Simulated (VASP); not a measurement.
Set up this calculation in VASP 6.6.1, as the native input.

```
Task                   : single point
Functional             : PBE
Dispersion             : D3(BJ)
Potentials or basis    : VASP PAW PBE potentials, release 64 (Sb, Ga_d, O, C)
Cutoff                 : 520 eV
k mesh                 : 6 × 6 × 1
Occupations            : gaussian, width 0.1 eV
Spin                   : no spin polarisation
Dipole correction      : yes
Further INCAR settings : ALGO = Normal; EDIFF = 1e-06; NBANDS = 32
```

The structure of Ga2Sb2CO lies in POSCAR:

```
Ga2Sb2CO
1.0
    4.3343814647      0.0000000000      0.0000000000
   -2.1671907324      3.7536844581      0.0000000000
    0.0000000000      0.0000000000     23.6197422994
Sb Ga O C
2 2 1 1
Direct
    0.0000000000      0.0000000000      0.1693498578
    0.3333333333      0.6666666667      0.3259656336
    0.3333333333      0.6666666667      0.2068080104
    0.6666666667      0.3333333333      0.3585874135
    1.3333333333      0.6666666667      0.5025347927
    1.3333333333      0.6666666667      0.5512228768
```

These files were run (other wordings do the same):

INCAR

```
  PREC = Accurate
  ENCUT = 520
  EDIFF = 1E-6
  ISMEAR = 0
  SIGMA = 0.1
  LREAL = False
  LASPH = True
  NELM = 100
  ALGO = Normal
  ISIF = 2
  LWAVE = False
  LCHARG = False
  LDIPOL = True
  IDIPOL = 3
  DIPOL = 0.5 0.5 0.352
  GGA = PE
  IVDW = 12
  NBANDS = 32
```

KPOINTS

```
regular mesh
0
Gamma
  6 6 1
```

Potentials or basis: VASP PAW PBE potentials, release 64 (Sb, Ga_d, O, C).

Command:

```bash
$ cat potpaw_PBE.64/Sb/POTCAR potpaw_PBE.64/Ga_d/POTCAR potpaw_PBE.64/O/POTCAR potpaw_PBE.64/C/POTCAR > POTCAR
$ mpirun -np 1 vasp_std > vasp.out
```

Results of the run:

- Largest force: 0.698 eV/Å
- Band gap on the k mesh: 0.03 eV (least direct gap 0.16 eV)
- Dispersion energy per atom: -0.164 eV

Caveat: spin-orbit coupling is left out, which moves the levels of the heavy elements.

Wall time 110 s on 1 thread of Intel(R) Xeon(R) 6975P-C (Granite Rapids) (shared host), peak memory 0.51 GiB.
